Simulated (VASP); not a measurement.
Crystal: Ge2Sb3Se.

```
Ge Sb Se
1.0
     5.73161    0.00000    0.00000
     0.00000    5.73161    0.00000
     0.00000    0.00000    5.64452
Ge Sb Se
2 3 1
Direct
  0.00000 0.50000 0.50000
  0.50000 0.00000 0.50000
  0.50000 0.50000 0.50000
  0.00000 0.50000 0.00000
  0.50000 0.00000 0.00000
  0.50000 0.50000 0.00000
```

The cell was built from a structure type or drawn by symmetry, and may not be a known phase.

```yaml
Program: VASP 6.6.1
Task: relaxation of cell and atoms
Functional: PBE
Potentials_or_basis: VASP PAW PBE potentials, release 64 (Ge_d, Sb, Se)
Cutoff: 600 eV
k_mesh: 4 × 4 × 4
Occupations: gaussian, width 0.1 eV
Spin: no spin polarisation
```

At the start: pressure 1.1 GPa; volume 30.91 Å³/atom.

Question: Where does the relaxation end?

Answer: Over 4 steps the energy falls by 2.5 meV/atom and the volume is 31.65 Å³/atom (+2.4 %); space group P4/mmm (No. 123, to 0.1 Å) before and after.

The path:
```
step  energy change (eV)  largest force (eV/Å)  pressure (GPa)  volume (Å³)
   1              0.0000                0.0000            1.12       185.43
   2             -0.0093                0.0000           -0.47       191.30
   3             -0.0139                0.0000            0.09       189.12
   4             -0.0149                0.0000            0.00       189.87
```

Final structure:
```
CELL_PARAMETERS angstrom
5.77761 0.00000 0.00000
0.00000 5.77761 0.00000
0.00000 0.00000 5.68813
ATOMIC_POSITIONS crystal
Ge 0.00000 0.50000 0.50000
Ge 0.50000 0.00000 0.50000
Sb 0.50000 0.50000 0.50000
Sb 0.00000 0.50000 0.00000
Sb 0.50000 0.00000 0.00000
Se 0.50000 0.50000 0.00000
```
